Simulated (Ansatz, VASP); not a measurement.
One calculation of Pb, two programs

```
Pb
1.0
    -1.97966    1.97966    1.97966
     1.97966   -1.97966    1.97966
     1.97966    1.97966   -1.97966
Pb
1
Cartesian
  0.0000 0.0000 0.0000
```

Alike in both runs: task relaxation of cell and atoms; functional PBEsol; k mesh 9 × 9 × 9; occupations fermi-dirac, width 0.05 eV; no spin polarisation.

|  | VASP | Ansatz |
| --- | --- | --- |
| version | VASP 6.6.1 | Ansatz 0.2.0 |
| potentials or method | VASP PAW PBE potentials, release 64 (Pb_d) | Ansatz PAW |
| plane-wave cutoff (eV) | 600 | 420 |
| valence electrons in the cell | 14 | 14 |

|  | VASP | Ansatz | Ansatz less VASP |
| --- | --- | --- | --- |
| gap on the k mesh at the Fermi level, each at its own relaxed structure (eV) | none | none | - |
| relaxed volume (Å³/atom) | 29.66 | 29.65 | -0.009 |
| relaxed cell length with the largest relative difference (Å) | 3.377 | 3.377 | -0.0003 |

VASP's potentials were made for PBE, not for PBEsol. A gap of «none» marks a metal or a gap that the smearing closes.

Spin-orbit coupling is off throughout. Noted on Ansatz's run: the plane-wave basis is chosen anew once the cell has moved, so the energies of steps on either side of that aren't comparable.
